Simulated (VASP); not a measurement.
# SnSe (Pm-3m) in VASP: a series of runs

The runs below take SnSe through relaxation of cell and atoms, single point, with r2SCAN.

Everything below comes from runs of VASP 6.6.1. Logs are shortened: lines on timing, memory, paths and dates and some standing lists are left out, and cuts for length are marked.

### 1 The cell of the first run

Symmetry: Pm-3m, No. 221, cubic system. Conventional cell: a = 3.669 Å, b = 3.669 Å, c = 3.669 Å, α = 90.00°, β = 90.00°, γ = 90.00°. Sn (site symmetry m-3m) has 8 Se at 3.18 Å and 6 Sn at 3.67 Å within 4.2 Å. Within 4.2 Å of Se (site symmetry m-3m) lie 8 Sn at 3.18 Å and 6 Se at 3.67 Å.

### 2 Relaxation of cell and atoms, r2SCAN

Contents of POSCAR:

```
SnSe
1.0
    3.6694991671      0.0000000000      0.0000000000
    0.0000000000      3.6694991671      0.0000000000
    0.0000000000      0.0000000000      3.6694991671
Sn Se
1 1
Direct
    0.5000000000      0.5000000000      0.5000000000
    0.0000000000      0.0000000000      0.0000000000
```

Contents of INCAR.step1:

```
SYSTEM = SnSe
  ALGO = Normal
  EDIFF = 1E-4
  ENCUT = 600
  GGA = PE
  ISMEAR = 0
  LASPH = .TRUE.
  LCHARG = .FALSE.
  LREAL = .FALSE.
  LWAVE = .TRUE.
  NELM = 100
  PREC = Accurate
  SIGMA = 0.1
```

Contents of INCAR.step2:

```
SYSTEM = SnSe
  ALGO = Normal
  EDIFF = 1E-6
  EDIFFG = -0.005
  ENCUT = 600
  IBRION = 2
  ISIF = 3
  ISMEAR = 0
  ISTART = 1
  LASPH = .TRUE.
  LCHARG = .FALSE.
  LMIXTAU = .TRUE.
  LREAL = .FALSE.
  LWAVE = .FALSE.
  METAGGA = R2SCAN
  NELM = 100
  NSW = 100
  PREC = Accurate
  SIGMA = 0.1
```

Contents of KPOINTS:

```
k-points
0
G
  12 12 12
  0 0 0
```

Potentials or basis: VASP PAW PBE potentials, release 64 (Sn_d, Se).

Run with:

```
> cat potpaw_PBE.64/Sn_d/POTCAR potpaw_PBE.64/Se/POTCAR > POTCAR
> cp INCAR.step1 INCAR
> mpirun -np 1 vasp_std > vasp.out
> cp INCAR.step2 INCAR
> mpirun -np 1 vasp_std > vasp.out
```

OUTCAR:

```text
SYSTEM = SnSe
   EDIFF = 1E-6
   EDIFFG = -0.005
   ENCUT = 600
   IBRION = 2
   ISIF = 3
   ISMEAR = 0
   ISTART = 1
   LASPH = .TRUE.
   LREAL = .FALSE.
   METAGGA = R2SCAN
   NELM = 100
   NSW = 100
   PREC = Accurate

 ion  position               nearest neighbor table
   1  0.500  0.500  0.500-   2 3.18   2 3.18   2 3.18   2 3.18   2 3.18   2 3.18   2 3.18   2 3.18

   2  0.000  0.000  0.000-   1 3.18   1 3.18   1 3.18   1 3.18   1 3.18   1 3.18   1 3.18   1 3.18

  LATTYP: Found a simple cubic cell.
 ALAT       =     3.6694991671

  Lattice vectors:

 A1 = (   3.6694991671,   0.0000000000,   0.0000000000)
 A2 = (   0.0000000000,   3.6694991671,   0.0000000000)
 A3 = (   0.0000000000,   0.0000000000,   3.6694991671)

Analysis of symmetry for initial positions (statically):
=====================================================================
 Subroutine PRICEL returns:
 Original cell was already a primitive cell.

 Routine SETGRP: Setting up the symmetry group for a
 simple cubic supercell.

 Subroutine GETGRP returns: Found 48 space group operations
 (whereof 48 operations were pure point group operations)
 out of a pool of 48 trial point group operations.

The static configuration has the point symmetry O_h .

Analysis of symmetry for dynamics (positions and initial velocities):
=====================================================================
 Subroutine PRICEL returns:
 Original cell was already a primitive cell.

 Routine SETGRP: Setting up the symmetry group for a
 simple cubic supercell.

 Subroutine GETGRP returns: Found 48 space group operations
 (whereof 48 operations were pure point group operations)
 out of a pool of 48 trial point group operations.

The dynamic configuration has the point symmetry O_h .

 Subroutine INISYM returns: Found 48 space group operations
 (whereof 48 operations are pure point group operations),
 and found     1 'primitive' translations

----------------------------------------------------------------------------------------

                                     Primitive cell

  volume of cell :      49.4106

  direct lattice vectors                    reciprocal lattice vectors
     3.669499167  0.000000000  0.000000000     0.272516754  0.000000000  0.000000000
     0.000000000  3.669499167  0.000000000     0.000000000  0.272516754  0.000000000
     0.000000000  0.000000000  3.669499167     0.000000000  0.000000000  0.272516754

  length of vectors
     3.669499167  3.669499167  3.669499167     0.272516754  0.272516754  0.272516754

  position of ions in fractional coordinates (direct lattice)
[... 98 lines left out ...]
     AMIX     =   0.40;   BMIX     =  1.00
     AMIX_MAG =   1.60;   BMIX_MAG =  1.00
  volume/ion in A,a.u.               =      24.71       166.72
  Fermi-wavevector in a.u.,A,eV,Ry     =   1.211002  2.288461 19.953281  1.466525
  Thomas-Fermi vector in A             =   2.346531
   LORBIT       =      0    0 simple, 1 ext, 2 COOP (PROOUT), +10 PAW based schemes
   METAGGA = R2SCAN    functional components
   LHFCALC =     F    Hartree Fock is set to
   AEXX    =    0.0000 exact exchange contribution
   IVDW    =     0    specifies the selected vdW correction
   LEPSILON=     F    determine dielectric tensor
   LRPA    =     F    only Hartree local field effects (RPA)
 conjugate gradient relaxation of ions
 non-spin polarized calculation
 Gauss-broadening in eV      SIGMA  =   0.10
  energy-cutoff  :      600.00
  volume of cell :       49.41
 maximum number of plane-waves:      1675
 NGX is ok and might be reduce to    30
   NGX = 15   NGY = 15   NGZ = 15

--------------------------------------- Ionic step        1  -------------------------------------------

 number of electron      19.9999994 magnetization

 Free energy of the ion-electron system (eV)
  ---------------------------------------------------
  ext. energy  EPLUGINS =         0.00000000
  ---------------------------------------------------
  free energy    TOTEN  =       -39.28015219 eV

  energy without entropy =      -39.27592096  energy(sigma->0) =      -39.27803657

------------------------ aborting loop because EDIFF is reached ----------------------------------------

  FORCE on cell =-STRESS in cart. coord.  units (eV):
  Direction    XX          YY          ZZ          XY          YZ          ZX
  --------------------------------------------------------------------------------------
  -------------------------------------------------------------------------------------
  Total       -0.0678562     -0.0678562     -0.0678562      0.0000000      0.0000000      0.0000000
  in kB       -2.2002890     -2.2002890     -2.2002890      0.0000000      0.0000000      0.0000000
  external PRESSURE =      -2.2002890 kB  Pullay stress =       0.0000000 kB
[... 59 lines left out ...]
--------------------------------------- Ionic step        3  -------------------------------------------

 number of electron      19.9999995 magnetization

 Free energy of the ion-electron system (eV)
  ---------------------------------------------------
  ext. energy  EPLUGINS =         0.00000000
  ---------------------------------------------------
  free energy    TOTEN  =       -39.28030125 eV

  energy without entropy =      -39.27601577  energy(sigma->0) =      -39.27815851

 E-fermi :   6.2626     XC(G=0): -10.8331

 val. band max:        6.2594201923   @ k =   0.4167   0.0833   0.0000
 cond. band min:       6.2772905425   @ k =   0.5000   0.0833   0.0000
 fundamental gap:      0.0178703502
 Fermi energy:         6.2625535925

 k-point     1 :       0.0000    0.0000    0.0000
  band No.  band energies     occupation
      1     -16.1119      2.00000
      2     -16.1119      2.00000
      3     -16.0334      2.00000
      4     -16.0334      2.00000
      5     -16.0334      2.00000
      6      -8.1018      2.00000
      7       0.4913      2.00000
      8       4.1663      2.00000
      9       4.1663      2.00000
     10       4.1663      2.00000
     11      11.1309      0.00000
     12      11.1309      0.00000
     13      12.6765      0.00000
     14      12.6765      0.00000
[... 377 lines left out ...]
      1     -16.0836      2.00000
      2     -16.0787      2.00000
      3     -16.0504      2.00000
      4     -16.0462      2.00000
      5     -16.0292      2.00000
      6      -6.5892      2.00000
      7      -1.1453      2.00000
      8       1.5459      2.00000
      9       3.2394      2.00000
     10       5.7540      2.00000
     11       9.3356      0.00000
     12      10.6174      0.00000
     13      10.7046      0.00000
     14      14.4042      0.00000

 [... further k-points ...]
[... 5 lines left out ...]
  --------------------------------------------------------------------------------------
  -------------------------------------------------------------------------------------
  Total       -0.0056225     -0.0056225     -0.0056225     -0.0000000      0.0000000     -0.0000000
  in kB       -0.1831011     -0.1831011     -0.1831011     -0.0000000      0.0000000     -0.0000000
  external PRESSURE =      -0.1831011 kB  Pullay stress =       0.0000000 kB
[... 17 lines left out ...]
  FREE ENERGIE OF THE ION-ELECTRON SYSTEM (eV)
  ---------------------------------------------------
  free  energy   TOTEN  =       -39.2803012540 eV

  energy  without entropy=      -39.2760157671  energy(sigma->0) =      -39.27815851

 reached required accuracy - stopping structural energy minimisation
```

OUTCAR.step1:

```text
SYSTEM = SnSe
   EDIFF = 1E-4
   ENCUT = 600
   GGA = PE
   ISMEAR = 0
   LASPH = .TRUE.
   LREAL = .FALSE.
[... 630 lines left out ...]
      1.83475      1.83475      1.83475         0.000000      0.000000      0.000000
      0.00000      0.00000      0.00000         0.000000      0.000000      0.000000
 -----------------------------------------------------------------------------------
    total drift:                                0.000000      0.000000      0.000000

  FREE ENERGIE OF THE ION-ELECTRON SYSTEM (eV)
  ---------------------------------------------------
  free  energy   TOTEN  =        -7.7165124339 eV

  energy  without entropy=       -7.7112836933  energy(sigma->0) =       -7.71389806
```

OSZICAR.step1:

```text
N       E                     dE             d eps       ncg     rms          rms(c)
DAV:   1     0.125996988986E+03    0.12600E+03   -0.11359E+04  2364   0.205E+03
DAV:   2     0.309842634961E+01   -0.12290E+03   -0.12074E+03  2556   0.412E+02
DAV:   3    -0.772261421400E+01   -0.10821E+02   -0.10468E+02  2994   0.991E+01
DAV:   4    -0.797532549524E+01   -0.25271E+00   -0.25076E+00  2688   0.164E+01
DAV:   5    -0.798113734662E+01   -0.58119E-02   -0.58117E-02  3228   0.266E+00    0.299E+00
DAV:   6    -0.771995628574E+01    0.26118E+00   -0.71093E-01  3394   0.592E+00    0.172E+00
DAV:   7    -0.771784457980E+01    0.21117E-02   -0.66161E-02  2714   0.144E+00    0.932E-01
DAV:   8    -0.771662763584E+01    0.12169E-02   -0.63033E-03  2754   0.832E-01    0.743E-02
DAV:   9    -0.771648440680E+01    0.14323E-03   -0.75233E-04  2932   0.232E-01    0.471E-02
DAV:  10    -0.771651243389E+01   -0.28027E-04   -0.92407E-05  1620   0.709E-02
   1 F= -.77165124E+01 E0= -.77138981E+01  d E =-.522874E-02
```

Wall time 8.1 min (1 thread of AMD EPYC 7R43 (Zen 3), shared host); peak memory 0.19 GiB.

What came out:

```yaml
Free_energy: -39.2803 eV
Relaxed_volume: 24.60 Å³/atom
Relaxed_cell: a = 3.664 Å, b = 3.664 Å, c = 3.664 Å, α = 90.00°, β = 90.00°, γ = 90.00°
Space_group_after_relaxing_to_0.05_Å: Pm-3m (No. 221)
Energy_gained_by_relaxing: 0.1 meV/atom
Ionic_steps: 3
Pressure_after_relaxing: 0.0 GPa
Band_gap_on_the_k_mesh: zero (band 10 reaches 6.55 eV, above the bottom of band 11 at 5.23 eV)
```

Step by step:
```csv
step,energy change (eV),largest force (eV/Å),pressure (GPa),volume (Å³)
1,0.0000,0.0000,-0.22,49.41
2,-0.0001,0.0000,0.03,49.17
3,-0.0001,0.0000,-0.02,49.20
```

Final structure:
```
Sn Se
1.0
     3.66424    0.00000    0.00000
     0.00000    3.66424    0.00000
     0.00000    0.00000    3.66424
Sn Se
1 1
Direct
  0.50000 0.50000 0.50000
  0.00000 0.00000 0.00000
```

Levels at points of the mesh, in eV from the Fermi level:
```tsv
k point	band 6	band 7	band 8	band 9	band 10	band 11	band 12	band 13	band 14
(0.00, 0.00, 0.00)	-14.36	-5.77	-2.10	-2.10	-2.10	4.87	4.87	6.41	6.41
(0.50, 0.00, 0.00)	-13.30	-8.71	-0.76	-0.76	0.16	0.49	3.23	3.23	6.94
(0.50, 0.50, 0.00)	-12.57	-6.26	-5.26	-5.26	-0.33	4.41	4.41	4.95	7.10
(0.50, 0.50, 0.50)	-12.15	-4.61	-3.21	-3.21	-3.21	-1.04	-1.04	-1.04	15.05
```

Caveat: the PAW data sets were made with another functional, which shifts forces and pressure a little; spin-orbit coupling is left out, which moves the levels of the heavy elements.

### 3 Single point, r2SCAN (volume scaled by 0.94)

Contents of POSCAR:

```
SnSe
1.0
    3.5877723013      0.0000000000      0.0000000000
    0.0000000000      3.5877723013      0.0000000000
    0.0000000000      0.0000000000      3.5877723013
Sn Se
1 1
Direct
    0.5000000000      0.5000000000      0.5000000000
    0.0000000000      0.0000000000      0.0000000000
```

Contents of INCAR.step1:

```
PREC = Accurate
ENCUT = 520
ISMEAR = 0
SIGMA = 0.1
LREAL = False
LASPH = True
NELM = 100
NBANDS = 17
GGA = PE
ALGO = Normal
EDIFF = 1E-4
LWAVE = True
LCHARG = False
```

Contents of INCAR.step2:

```
PREC = Accurate
ENCUT = 520
EDIFF = 1E-7
ISMEAR = 0
SIGMA = 0.1
LREAL = False
LASPH = True
NELM = 100
ALGO = Normal
ISIF = 2
LWAVE = False
LCHARG = False
METAGGA = R2SCAN
LMIXTAU = True
NBANDS = 17
ISTART = 1
```

Contents of KPOINTS:

```
regular mesh
0
Gamma
  12 12 12
```

Potentials or basis: VASP PAW PBE potentials, release 64 (Sn_d, Se).

Run with:

```
> cat potpaw_PBE.64/Sn_d/POTCAR potpaw_PBE.64/Se/POTCAR > POTCAR
> cp INCAR.step1 INCAR
> mpirun -np 1 vasp_std > vasp.out
> cp INCAR.step2 INCAR
> mpirun -np 1 vasp_std > vasp.out
```

Run time: 3.7 min. Hardware: 1 thread of AMD EPYC 7R43 (Zen 3), shared host; peak memory 0.17 GiB.

Results (log left out):

| Quantity | Value |
| --- | --- |
| Free energy | -39.2436 eV |
| Pressure | 3.9 GPa |
| Band gap on the k mesh | zero (band 10 reaches 7.45 eV, above the bottom of band 11 at 5.77 eV) |

Levels at points of the mesh, in eV from the Fermi level:
```csv
k point,band 7,band 8,band 9,band 10,band 11,band 12,band 13,band 14
"(0.00, 0.00, 0.00)",-5.66,-2.37,-2.37,-2.37,4.65,4.65,6.83,6.83
"(0.50, 0.00, 0.00)",-9.18,-0.92,-0.92,0.16,0.67,3.24,3.24,6.70
"(0.50, 0.50, 0.00)",-6.41,-5.78,-5.78,-0.46,4.59,4.59,5.20,7.13
"(0.50, 0.50, 0.50)",-4.51,-3.59,-3.59,-3.59,-1.33,-1.33,-1.33,15.71
```

Caveat: the cell differs from its parent crystal (volume scaled by 0.94); the PAW data sets were made with another functional, which shifts forces and pressure a little; spin-orbit coupling is left out, which moves the levels of the heavy elements.
